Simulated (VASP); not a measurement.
Set up this calculation in VASP 6.6.1, as the native input.

```yaml
Task: relaxation of cell and atoms
Functional: PBE
Potentials_or_basis: VASP PAW PBE potentials, release 64 (Cd, Hg, S)
Cutoff: 600 eV
k_mesh: 4 × 4 × 4
Occupations: gaussian, width 0.1 eV
Spin: no spin polarisation
Dipole_correction: no
Further_INCAR_settings: ALGO = Normal; EDIFF = 1e-07; IBRION = 2; EDIFFG = -0.04; NSW = 90; ISIF = 3
```

The structure of CdHgS2 lies in POSCAR:

```
CdHgS2
1.0
    4.1109427700      0.0000000000      0.0000000000
    0.0000000000      4.1109427700      0.0000000000
    0.0000000000      0.0000000000      5.8137510200
Cd Hg S
1 1 2
Direct
    0.0000000000      0.0000000000      0.0000000000
    0.5000000000      0.5000000000      0.5000000000
    0.5000000000      0.0000000000      0.2500000000
    0.0000000000      0.5000000000      0.7500000000
```

One way to write it, as run:

INCAR

```
PREC     = Accurate       # precision mode
ENCUT    = 600            # plane-wave cutoff, eV
EDIFF    = 1E-7           # SCF threshold, eV
ISMEAR   = 0              # smearing method
SIGMA    = 0.1            # smearing width, eV
LREAL    = F              # projectors in reciprocal space
LASPH    = T              # aspherical terms in the spheres
NELM     = 100            # most SCF steps
ALGO     = Normal         # electronic algorithm
ISIF     = 3              # what is computed and relaxed
LWAVE    = F              # write WAVECAR
LCHARG   = F              # write CHGCAR
GGA      = PE             # functional
IBRION   = 2              # ionic algorithm
NSW      = 90             # ionic steps
EDIFFG   = -0.04          # ionic threshold
```

KPOINTS

```
Automatic mesh
0
Gamma
  4 4 4
```

Potentials or basis: VASP PAW PBE potentials, release 64 (Cd, Hg, S).

Run with:

```sh
$ cat potpaw_PBE.64/Cd/POTCAR potpaw_PBE.64/Hg/POTCAR potpaw_PBE.64/S/POTCAR > POTCAR
$ mpirun -np 1 vasp_std > vasp.out
```

It gave:

* Relaxed volume: 26.63 Å³/atom
* Relaxed cell: a = 4.230 Å, b = 4.230 Å, c = 5.953 Å, α = 90.00°, β = 90.00°, γ = 90.00°
* Space group after relaxing (to 0.05 Å): P-4m2 (No. 115)
* Energy gained by relaxing: 30.7 meV/atom
* Ionic steps: 6
* Pressure after relaxing: -0.1 GPa
* Largest force after relaxing: 0.005 eV/Å
* Band gap on the k mesh: 0.21 eV, direct

Caveat: spin-orbit coupling is left out, which moves the levels of the heavy elements.

Wall time 4.2 min on 1 thread of Intel(R) Xeon(R) Platinum 8488C (Sapphire Rapids), on a shared host, peak memory 0.27 GiB.
